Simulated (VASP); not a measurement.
Input of a VASP 6.6.1 run:

Contents of POSCAR:

```
BN
1.0
    2.5539396017      0.0000000000      0.0000000000
   -1.2769698009      2.2117765748      0.0000000000
    0.0000000000      0.0000000000      4.2268550000
B N
2 2
Direct
    0.6968445625      0.3593050586      1.0106255664
    0.3399741099      0.6912901452      0.4959678559
    0.6531627359      0.3194347572      0.5995856658
    0.3100185916      0.6299700390      0.1438209119
```

Contents of INCAR.step1:

```
SYSTEM = BN
PREC = Accurate
ENCUT = 520
ISMEAR = 0
SIGMA = 0.05
LREAL = .False.
LASPH = .True.
NELM = 60
NBANDS = 16
GGA = PE
ALGO = Normal
EDIFF = 1E-4
LWAVE = .True.
LCHARG = .False.
```

Contents of INCAR.step2:

```
SYSTEM = BN
PREC = Accurate
ENCUT = 520
EDIFF = 1E-6
ISMEAR = 0
SIGMA = 0.05
LREAL = .False.
LASPH = .True.
NELM = 60
ALGO = Normal
ISIF = 2
LWAVE = .False.
LCHARG = .False.
METAGGA = R2SCAN
LMIXTAU = .True.
NBANDS = 16
ISTART = 1
```

File KPOINTS:

```
regular mesh
0
Gamma
  12 12 6
  0 0 0
```

Potentials or basis: VASP PAW PBE potentials, release 64 (B, N).

The run is started by

```console
$ cat potpaw_PBE.64/B/POTCAR potpaw_PBE.64/N/POTCAR > POTCAR
$ cp INCAR.step1 INCAR
$ mpirun -np 1 vasp_std > vasp.out
$ cp INCAR.step2 INCAR
$ mpirun -np 1 vasp_std > vasp.out
```

Problem. Estimate the pressure.

Solution. 6.4 GPa.

Problem. Estimate the band gap on the k mesh.

Solution. 5.20 eV (least direct gap 7.63 eV).

Problem. What does it give for the largest force?

Solution. 5.521 eV/Å.

Stress tensor (GPa, compression positive):
```
 1.21  1.60  2.05
 1.60  6.68  2.86
 2.05  2.86 11.42
```

Caveat: the cell differs from its parent crystal (atoms moved at random); the cell stands under pressure; the PAW data sets were made with another functional, which shifts forces and pressure a little. A k mesh can miss the band edges.
